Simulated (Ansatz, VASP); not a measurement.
## BeI: VASP beside Ansatz

```
Be I
1.0
     0.00000    2.79386    2.79386
     2.79386    0.00000    2.79386
     2.79386    2.79386    0.00000
Be I
1 1
Direct
  0.50000 0.50000 0.50000
  0.00000 0.00000 0.00000
```

Alike in both runs: functional PBE; k mesh 18 × 18 × 18; occupations gaussian, width 0.1 eV; no spin polarisation.

Ansatz relaxed the structure, and its values are those at the end. VASP's run is a single point on that final structure, the one shown.

|  | VASP | Ansatz |
| --- | --- | --- |
| version | VASP 6.6.1 | Ansatz 0.2.0 |
| potentials or method | VASP PAW PBE potentials, release 64 (Be, I), cutoff 520 eV | scalar-relativistic, plane waves, PAW |
| valence electrons in the cell | 9 | 19 |

```tsv
	VASP	Ansatz	Ansatz less VASP
gap on the k mesh at the Fermi level (eV)	none	none	-
pressure (GPa)	0.0	0.0	+0.02
```

A gap of «none» marks a metal or a gap that the smearing closes. VASP's potentials hold 9 valence electrons a cell and Ansatz's 19, so a difference there can come from the potentials and not from the codes.

Spin-orbit coupling is off throughout.
